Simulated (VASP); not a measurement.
Input of a VASP 6.6.1 run:

Contents of INCAR:

```
SYSTEM = TiSi2
PREC = Accurate
ENCUT = 600
EDIFF = 1E-6
ISMEAR = -1
SIGMA = 0.05
LREAL = .FALSE.
LASPH = .TRUE.
NELM = 80
ALGO = Normal
ISIF = 3
LWAVE = .FALSE.
LCHARG = .FALSE.
GGA = RP
IBRION = 2
NSW = 60
EDIFFG = -0.01
```

KPOINTS

```
regular mesh
0
G
  12 12 12
  0 0 0
```

The input POSCAR:

```
TiSi2
1.0
   -1.4728720000      1.7121300000      4.2120830000
    1.4728720000     -1.7121300000      4.2120830000
    1.4728720000      1.7121300000     -4.2120830000
Ti Si
1 2
Direct
    0.0000000000      0.0000000000      0.0000000000
    0.6700780000      0.6700780000      0.0000000000
    0.3299220000      0.3299220000      0.0000000000
```

Potentials or basis: VASP PAW PBE potentials, release 64 (Ti_sv, Si).

The run is started by

```bash
$ cat potpaw_PBE.64/Ti_sv/POTCAR potpaw_PBE.64/Si/POTCAR > POTCAR
$ mpirun -np 1 vasp_std > vasp.out
```

(1) Predict the space group after relaxing (to 0.1 Å).

(2) Estimate the relaxed cell.

## Answers

(1) Immm (No. 71).

(2) a = 4.798 Å, b = 4.798 Å, c = 4.798 Å, α = 143.89°, β = 137.96°, γ = 56.59°.
